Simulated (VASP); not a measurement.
# BaZrO3 (Pm-3m) in VASP: further runs

BaZrO3 is run at these levels: PBEsol; tasks: single point.

All numbers are computed with VASP 6.6.1; they aren't measurements. Logs are shortened: lines on timing, memory, paths and dates and some standing lists are left out, and cuts for length are marked.

**1. The cell of the first run**

The structure is cubic, space group Pm-3m (No. 221). The conventional cell has a = 4.191 Å, b = 4.191 Å, c = 4.191 Å, α = 90.00°, β = 90.00°, γ = 90.00°. Ba (site symmetry m-3m) has 12 O at 2.96 Å and 8 Zr at 3.63 Å within 3.9 Å. Within 2.8 Å of Zr (site symmetry m-3m) lie 6 O at 2.10 Å. Within 2.8 Å of O (site symmetry 4/mmm) lie 2 Zr at 2.10 Å.

**2. Single point, PBEsol**

INCAR reads:

```
SYSTEM = BaZrO3
PREC = Accurate
ENCUT = 520
EDIFF = 1E-7
ISMEAR = 0
SIGMA = 0.01
LREAL = .FALSE.
LASPH = .TRUE.
NELM = 60
ALGO = Normal
ISIF = 2
LWAVE = .FALSE.
LCHARG = .FALSE.
GGA = PS
NBANDS = 28
```

KPOINTS reads:

```
regular mesh
0
G
  2 2 2
  0 0 0
```

POSCAR reads:

```
BaZrO3
1.0
    4.1913400000      0.0000000000      0.0000000000
    0.0000000000      4.1913400000      0.0000000000
    0.0000000000      0.0000000000      4.1913400000
Ba Zr O
1 1 3
Direct
    0.0000000000      0.0000000000      0.0000000000
    0.5000000000      0.5000000000      0.5000000000
    0.0000000000      0.5000000000      0.5000000000
    0.5000000000      0.0000000000      0.5000000000
    0.5000000000      0.5000000000      0.0000000000
```

Potentials or basis: VASP PAW PBE potentials, release 64 (Ba_sv, Zr_sv, O).

The run is started by

```console
cat potpaw_PBE.64/Ba_sv/POTCAR potpaw_PBE.64/Zr_sv/POTCAR potpaw_PBE.64/O/POTCAR > POTCAR
mpirun -np 1 vasp_std > vasp.out
```

OUTCAR:

```text
SYSTEM = BaZrO3
   PREC = Accurate
   ENCUT = 520
   EDIFF = 1E-7
   ISMEAR = 0
   LREAL = .FALSE.
   LASPH = .TRUE.
   NELM = 60
   ISIF = 2
   GGA = PS

 ion  position               nearest neighbor table
   1  0.000  0.000  0.000-   3 2.96   4 2.96   5 2.96   3 2.96   4 2.96   3 2.96   5 2.96   3 2.96
                             4 2.96   5 2.96   4 2.96   5 2.96   2 3.63   2 3.63   2 3.63   2 3.63
   2  0.500  0.500  0.500-   3 2.10   4 2.10   5 2.10   5 2.10   4 2.10   3 2.10   1 3.63   1 3.63
                             1 3.63   1 3.63   1 3.63   1 3.63   1 3.63   1 3.63
   3  0.000  0.500  0.500-   2 2.10   2 2.10   1 2.96   1 2.96   1 2.96   1 2.96
   4  0.500  0.000  0.500-   2 2.10   2 2.10   1 2.96   1 2.96   1 2.96   1 2.96
   5  0.500  0.500  0.000-   2 2.10   2 2.10   1 2.96   1 2.96   1 2.96   1 2.96

  LATTYP: Found a simple cubic cell.
 ALAT       =     4.1913400000

  Lattice vectors:

 A1 = (   4.1913400000,   0.0000000000,   0.0000000000)
 A2 = (   0.0000000000,   4.1913400000,   0.0000000000)
 A3 = (   0.0000000000,   0.0000000000,   4.1913400000)

Analysis of symmetry for initial positions (statically):
=====================================================================
 Subroutine PRICEL returns:
 Original cell was already a primitive cell.

 Routine SETGRP: Setting up the symmetry group for a
 simple cubic supercell.

 Subroutine GETGRP returns: Found 48 space group operations
 (whereof 48 operations were pure point group operations)
 out of a pool of 48 trial point group operations.

The static configuration has the point symmetry O_h .

Analysis of symmetry for dynamics (positions and initial velocities):
=====================================================================
 Subroutine PRICEL returns:
 Original cell was already a primitive cell.

 Routine SETGRP: Setting up the symmetry group for a
 simple cubic supercell.

 Subroutine GETGRP returns: Found 48 space group operations
 (whereof 48 operations were pure point group operations)
 out of a pool of 48 trial point group operations.

The dynamic configuration has the point symmetry O_h .

 Subroutine INISYM returns: Found 48 space group operations
 (whereof 48 operations are pure point group operations),
 and found     1 'primitive' translations

----------------------------------------------------------------------------------------

                                     Primitive cell

  volume of cell :      73.6307
[... 75 lines left out ...]
   LREAL  =      F    real-space projection
   EDIFFG = 0.1E-05   stopping-criterion for IOM
   NSW    =      0    number of steps for IOM
   IBRION =     -1    ionic relax: 0-MD 1-quasi-New 2-CG
   NFREE  =      0    steps in history (QN), initial steepest desc. (CG)
   ISIF   =      2    stress and relaxation
   ISYM   =      2    0-nonsym 1-usesym 2-fastsym
   POTIM  = 0.5000    time-step for ionic-motion
   TEBEG  =    0.0;   TEEND  =   0.0 temperature during run
   PSTRESS=    0.0 pullay stress
   NELECT =      40.0000    total number of electrons
   NUPDOWN=      -1.0000    fix difference up-down
   EMIN   =  10.00;   EMAX   =-10.00  energy-range for DOS
   EFERMI =   0.00;   METHOD = LEGACY
   ISMEAR =     0;   SIGMA  =   0.01  broadening in eV -4-tet -1-fermi 0-gaus
   EFERMI_NEDOS =   21; number of points for ismear=-14 and -15
   IALGO  =     38    algorithm
   IMIX   =      4    mixing-type and parameters
     AMIX     =   0.40;   BMIX     =  1.00
     AMIX_MAG =   1.60;   BMIX_MAG =  1.00
  volume/ion in A,a.u.               =      14.73        99.38
  Fermi-wavevector in a.u.,A,eV,Ry     =   1.335802  2.524299 24.277770  1.784366
  Thomas-Fermi vector in A             =   2.464478
   LORBIT       =      0    0 simple, 1 ext, 2 COOP (PROOUT), +10 PAW based schemes
   GGA     = PS    functional components
   LHFCALC =     F    Hartree Fock is set to
   AEXX    =    0.0000 exact exchange contribution
   IVDW    =     0    specifies the selected vdW correction
   LEPSILON=     F    determine dielectric tensor
   LRPA    =     F    only Hartree local field effects (RPA)
 non-spin polarized calculation
 Gauss-broadening in eV      SIGMA  =   0.01
  energy-cutoff  :      520.00
  volume of cell :       73.63
 maximum number of plane-waves:      2000
 NGX is ok and might be reduce to    32
   NGX = 15   NGY = 15   NGZ = 15

 number of electron      40.0000000 magnetization

 Free energy of the ion-electron system (eV)
  ---------------------------------------------------
  ext. energy  EPLUGINS =         0.00000000
  ---------------------------------------------------
  free energy    TOTEN  =       -42.96161902 eV

  energy without entropy =      -42.96161902  energy(sigma->0) =      -42.96161902

 E-fermi :   3.7901     XC(G=0): -11.0201

 val. band max:        3.7404499314   @ k =   0.5000   0.5000   0.5000
 cond. band min:       6.6422169938   @ k =   0.0000   0.0000   0.0000
 fundamental gap:      2.9017670625
 Fermi energy:         3.7900799788

 k-point     1 :       0.0000    0.0000    0.0000
  band No.  band energies     occupation
      1     -43.4663      2.00000
      2     -21.6540      2.00000
      3     -21.6540      2.00000
      4     -21.6540      2.00000
      5     -21.5810      2.00000
      6     -12.5619      2.00000
[... 113 lines left out ...]
     27      12.8256      0.00000
     28      12.8256      0.00000

------------------------ aborting loop because EDIFF is reached ----------------------------------------

  FORCE on cell =-STRESS in cart. coord.  units (eV):
  Direction    XX          YY          ZZ          XY          YZ          ZX
  --------------------------------------------------------------------------------------
  -------------------------------------------------------------------------------------
  Total        0.7998520      0.7998520      0.7998520     -0.0000000      0.0000000     -0.0000000
  in kB       17.4044993     17.4044993     17.4044993     -0.0000000      0.0000000     -0.0000000
  external PRESSURE =      17.4044993 kB  Pullay stress =       0.0000000 kB

 VOLUME and BASIS-vectors are now :
 -----------------------------------------------------------------------------
  energy-cutoff  :      520.00
  volume of cell :       73.63
      direct lattice vectors                 reciprocal lattice vectors
     4.191340000  0.000000000  0.000000000     0.238587182  0.000000000  0.000000000
     0.000000000  4.191340000  0.000000000     0.000000000  0.238587182  0.000000000
     0.000000000  0.000000000  4.191340000     0.000000000  0.000000000  0.238587182

 POSITION                                       TOTAL-FORCE (eV/Angst)
 -----------------------------------------------------------------------------------
      0.00000      0.00000      0.00000         0.000000      0.000000      0.000000
      2.09567      2.09567      2.09567         0.000000      0.000000      0.000000
      0.00000      2.09567      2.09567         0.000000      0.000000      0.000000
      2.09567      0.00000      2.09567         0.000000      0.000000      0.000000
      2.09567      2.09567      0.00000         0.000000      0.000000      0.000000
 -----------------------------------------------------------------------------------
    total drift:                                0.000000     -0.000000     -0.000000

  FREE ENERGIE OF THE ION-ELECTRON SYSTEM (eV)
  ---------------------------------------------------
  free  energy   TOTEN  =       -42.9616190227 eV

  energy  without entropy=      -42.9616190227  energy(sigma->0) =      -42.96161902
```

OSZICAR:

```text
N       E                     dE             d eps       ncg     rms          rms(c)
DAV:   1     0.304344061041E+03    0.30434E+03   -0.22285E+04   224   0.141E+03
DAV:   2    -0.298555130964E+02   -0.33420E+03   -0.32598E+03   272   0.353E+02
DAV:   3    -0.498549317078E+02   -0.19999E+02   -0.19915E+02   372   0.802E+01
DAV:   4    -0.502428576508E+02   -0.38793E+00   -0.38748E+00   292   0.929E+00
DAV:   5    -0.502516328233E+02   -0.87752E-02   -0.87745E-02   316   0.975E-01    0.289E+01
DAV:   6    -0.431607943737E+02    0.70908E+01   -0.33816E+01   268   0.354E+01    0.129E+01
DAV:   7    -0.430187518157E+02    0.14204E+00   -0.21894E+00   320   0.788E+00    0.769E+00
DAV:   8    -0.429672384250E+02    0.51513E-01   -0.36915E-01   240   0.417E+00    0.714E-01
DAV:   9    -0.429614498886E+02    0.57885E-02   -0.62653E-02   300   0.130E+00    0.492E-01
DAV:  10    -0.429619009157E+02   -0.45103E-03   -0.12285E-02   300   0.862E-01    0.246E-01
DAV:  11    -0.429616032545E+02    0.29766E-03   -0.13513E-03   264   0.282E-01    0.331E-02
DAV:  12    -0.429616241219E+02   -0.20867E-04   -0.99978E-05   284   0.595E-02    0.388E-02
DAV:  13    -0.429616190688E+02    0.50531E-05   -0.17234E-05   244   0.284E-02    0.300E-03
DAV:  14    -0.429616190643E+02    0.45320E-08   -0.10875E-06   272   0.706E-03    0.275E-03
DAV:  15    -0.429616190227E+02    0.41548E-07   -0.14577E-07   232   0.281E-03
   1 F= -.42961619E+02 E0= -.42961619E+02  d E =-.424784E-13
```

stdout:

```text
POSCAR found type information on POSCAR BaZrO
 POSCAR found :  3 types and       5 ions
 scaLAPACK will be used
 -----------------------------------------------------------------------------
|                                                                             |
|                                                                             |
|     You enforced a specific xc type in the INCAR file but a different       |
|     I HOPE YOU KNOW WHAT YOU ARE DOING!                                     |
|                                                                             |
 -----------------------------------------------------------------------------

 LDA part: xc-table for (Slater+PW92), standard interpolation
 POSCAR, INCAR and KPOINTS ok, starting setup
 FFT: planning ... GRIDC
 FFT: planning ... GRID_SOFT
 FFT: planning ... GRID
 WAVECAR not read
 entering main loop
```

It took 8.3 s on 1 thread of Intel Xeon 6975P-C (Granite Rapids), shared host; peak memory 0.17 GiB.

Results:

| Property | Result |
| --- | --- |
| Free energy | -42.9616 eV |
| Pressure | 1.7 GPa |
| Band gap on the k mesh | 2.90 eV, indirect (least direct gap 3.13 eV) |

Caveat: the k points lie up to 0.75 Å⁻¹ apart; the PAW data sets were made with another functional, which shifts forces and pressure a little; spin-orbit coupling is left out, which moves the levels of the heavy elements. A k mesh can miss the band edges.

**3. Single point, PBEsol**

INCAR reads:

```
SYSTEM = BaZrO3
ALGO = Normal
EDIFF = 1E-6
ENCUT = 520
GGA = PS
ISIF = 2
ISMEAR = 0
LASPH = .True.
LCHARG = .False.
LREAL = .False.
LWAVE = .False.
NBANDS = 28
NELM = 100
PREC = Accurate
SIGMA = 0.01
```

KPOINTS reads:

```
k-points
0
Gamma
  3 3 3
  0 0 0
```

POSCAR is that of step 2.

Potentials or basis: VASP PAW PBE potentials, release 64 (Ba_sv, Zr_sv, O).

The run is started by

```console
cat potpaw_PBE.64/Ba_sv/POTCAR potpaw_PBE.64/Zr_sv/POTCAR potpaw_PBE.64/O/POTCAR > POTCAR
mpirun -np 1 vasp_std > vasp.out
```

OUTCAR:

```text
SYSTEM = BaZrO3
   EDIFF = 1E-6
   ENCUT = 520
   GGA = PS
   ISIF = 2
   ISMEAR = 0
   LASPH = .True.
   LREAL = .False.
   NELM = 100
   PREC = Accurate

 ion  position               nearest neighbor table
   1  0.000  0.000  0.000-   3 2.96   4 2.96   5 2.96   3 2.96   4 2.96   3 2.96   5 2.96   3 2.96
                             4 2.96   5 2.96   4 2.96   5 2.96   2 3.63   2 3.63   2 3.63   2 3.63
   2  0.500  0.500  0.500-   3 2.10   4 2.10   5 2.10   5 2.10   4 2.10   3 2.10   1 3.63   1 3.63
                             1 3.63   1 3.63   1 3.63   1 3.63   1 3.63   1 3.63
   3  0.000  0.500  0.500-   2 2.10   2 2.10   1 2.96   1 2.96   1 2.96   1 2.96
   4  0.500  0.000  0.500-   2 2.10   2 2.10   1 2.96   1 2.96   1 2.96   1 2.96
   5  0.500  0.500  0.000-   2 2.10   2 2.10   1 2.96   1 2.96   1 2.96   1 2.96

  LATTYP: Found a simple cubic cell.
 ALAT       =     4.1913400000

  Lattice vectors:

 A1 = (   4.1913400000,   0.0000000000,   0.0000000000)
 A2 = (   0.0000000000,   4.1913400000,   0.0000000000)
 A3 = (   0.0000000000,   0.0000000000,   4.1913400000)

Analysis of symmetry for initial positions (statically):
=====================================================================
 Subroutine PRICEL returns:
 Original cell was already a primitive cell.

 Routine SETGRP: Setting up the symmetry group for a
 simple cubic supercell.

 Subroutine GETGRP returns: Found 48 space group operations
 (whereof 48 operations were pure point group operations)
 out of a pool of 48 trial point group operations.

The static configuration has the point symmetry O_h .

Analysis of symmetry for dynamics (positions and initial velocities):
=====================================================================
 Subroutine PRICEL returns:
 Original cell was already a primitive cell.

 Routine SETGRP: Setting up the symmetry group for a
 simple cubic supercell.

[... 107 lines left out ...]
   IMIX   =      4    mixing-type and parameters
     AMIX     =   0.40;   BMIX     =  1.00
     AMIX_MAG =   1.60;   BMIX_MAG =  1.00
  volume/ion in A,a.u.               =      14.73        99.38
  Fermi-wavevector in a.u.,A,eV,Ry     =   1.335802  2.524299 24.277770  1.784366
  Thomas-Fermi vector in A             =   2.464478
   LORBIT       =      0    0 simple, 1 ext, 2 COOP (PROOUT), +10 PAW based schemes
   GGA     = PS    functional components
   LHFCALC =     F    Hartree Fock is set to
   AEXX    =    0.0000 exact exchange contribution
   IVDW    =     0    specifies the selected vdW correction
   LEPSILON=     F    determine dielectric tensor
   LRPA    =     F    only Hartree local field effects (RPA)
 non-spin polarized calculation
 Gauss-broadening in eV      SIGMA  =   0.01
  energy-cutoff  :      520.00
  volume of cell :       73.63
 maximum number of plane-waves:      2003
 NGX is ok and might be reduce to    32
   NGX = 15   NGY = 15   NGZ = 15

 number of electron      40.0000000 magnetization

 Free energy of the ion-electron system (eV)
  ---------------------------------------------------
  ext. energy  EPLUGINS =         0.00000000
  ---------------------------------------------------
  free energy    TOTEN  =       -43.55074949 eV

  energy without entropy =      -43.55074949  energy(sigma->0) =      -43.55074949

 E-fermi :   3.5071     XC(G=0): -11.0215

 val. band max:        3.4286587889   @ k =   0.0000   0.0000   0.0000
 cond. band min:       6.7233338394   @ k =   0.0000   0.0000   0.0000
 fundamental gap:      3.2946750506
 Fermi energy:         3.5070681806

 k-point     1 :       0.0000    0.0000    0.0000
  band No.  band energies     occupation
      1     -43.2816      2.00000
      2     -21.6009      2.00000
      3     -21.4874      2.00000
      4     -21.4874      2.00000
      5     -21.4874      2.00000
      6     -12.6408      2.00000
[... 113 lines left out ...]
     27      11.9013      0.00000
     28      11.9013      0.00000

------------------------ aborting loop because EDIFF is reached ----------------------------------------

  FORCE on cell =-STRESS in cart. coord.  units (eV):
  Direction    XX          YY          ZZ          XY          YZ          ZX
  --------------------------------------------------------------------------------------
  -------------------------------------------------------------------------------------
  Total        0.0485316      0.0485316      0.0485316      0.0000000      0.0000000      0.0000000
  in kB        1.0560297      1.0560297      1.0560297      0.0000000      0.0000000      0.0000000
  external PRESSURE =       1.0560297 kB  Pullay stress =       0.0000000 kB

 VOLUME and BASIS-vectors are now :
 -----------------------------------------------------------------------------
  energy-cutoff  :      520.00
  volume of cell :       73.63
      direct lattice vectors                 reciprocal lattice vectors
     4.191340000  0.000000000  0.000000000     0.238587182  0.000000000  0.000000000
     0.000000000  4.191340000  0.000000000     0.000000000  0.238587182  0.000000000
     0.000000000  0.000000000  4.191340000     0.000000000  0.000000000  0.238587182

 POSITION                                       TOTAL-FORCE (eV/Angst)
 -----------------------------------------------------------------------------------
      0.00000      0.00000      0.00000         0.000000      0.000000      0.000000
      2.09567      2.09567      2.09567         0.000000      0.000000      0.000000
      0.00000      2.09567      2.09567         0.000000      0.000000      0.000000
      2.09567      0.00000      2.09567         0.000000      0.000000      0.000000
      2.09567      2.09567      0.00000         0.000000      0.000000      0.000000
 -----------------------------------------------------------------------------------
    total drift:                                0.000000     -0.000000     -0.000000

  FREE ENERGIE OF THE ION-ELECTRON SYSTEM (eV)
  ---------------------------------------------------
  free  energy   TOTEN  =       -43.5507494913 eV

  energy  without entropy=      -43.5507494913  energy(sigma->0) =      -43.55074949
```

It took 7.8 s on 1 thread of Intel Xeon 6975P-C (Granite Rapids), shared host; peak memory 0.18 GiB.

Results:

```
Free energy            : -43.5507 eV
Pressure               : 0.1 GPa
Band gap on the k mesh : 3.29 eV, direct
```

Caveat: the k points lie up to 0.50 Å⁻¹ apart; the PAW data sets were made with another functional, which shifts forces and pressure a little; spin-orbit coupling is left out, which moves the levels of the heavy elements. PBEsol gaps usually lie below the measured ones, often by a third to a half.

**4. Single point, PBEsol**

INCAR reads:

```
SYSTEM = BaZrO3
PREC = Accurate
ENCUT = 520
EDIFF = 1E-6
ISMEAR = 0
SIGMA = 0.01
LREAL = .FALSE.
LASPH = .TRUE.
NELM = 60
ALGO = Normal
ISIF = 2
LWAVE = .FALSE.
LCHARG = .FALSE.
GGA = PS
NBANDS = 28
```

KPOINTS reads:

```
regular mesh
0
G
  5 5 5
  0 0 0
```

POSCAR is that of step 3.

The run is started by

```console
cat potpaw_PBE.64/Ba_sv/POTCAR potpaw_PBE.64/Zr_sv/POTCAR potpaw_PBE.64/O/POTCAR > POTCAR
mpirun -np 1 vasp_std > vasp.out
```

It took 12 s on 1 thread of Intel Xeon 6975P-C (Granite Rapids), shared host; peak memory 0.18 GiB.

It converged, with:

* Free energy: -43.6218 eV
* Pressure: -0.1 GPa
* Band gap on the k mesh: 3.21 eV, indirect (least direct gap 3.33 eV)

Levels at points of the mesh, in eV from the valence-band top:
| k point | band 18 | band 19 | band 20 | band 21 | band 22 | band 23 |
| --- | --- | --- | --- | --- | --- | --- |
| (0.00, 0.00, 0.00) | -0.11 | -0.11 | -0.11 | 3.21 | 3.21 | 3.21 |

Caveat: the PAW data sets were made with another functional, which shifts forces and pressure a little; spin-orbit coupling is left out, which moves the levels of the heavy elements.

**5. The runs side by side**

```tsv
k mesh	gap on the mesh (eV)	pressure (GPa)
2 × 2 × 2	2.90	1.7
3 × 3 × 3	3.29	0.1
5 × 5 × 5	3.21	-0.1
```

Alike in all rows: task single point; level PBEsol; potentials or basis VASP PAW PBE potentials, release 64 (Ba_sv, Zr_sv, O); no spin polarisation; cell as given; cutoff (eV) 520; smearing gaussian 0.01 eV.

Caveats: some runs use coarse meshes; the PAW data sets were made with another functional, which shifts forces and pressure a little; spin-orbit coupling is left out, which moves the levels of the heavy elements.

Total energies depend on the potentials used, so only differences within one code and one set of settings carry meaning.
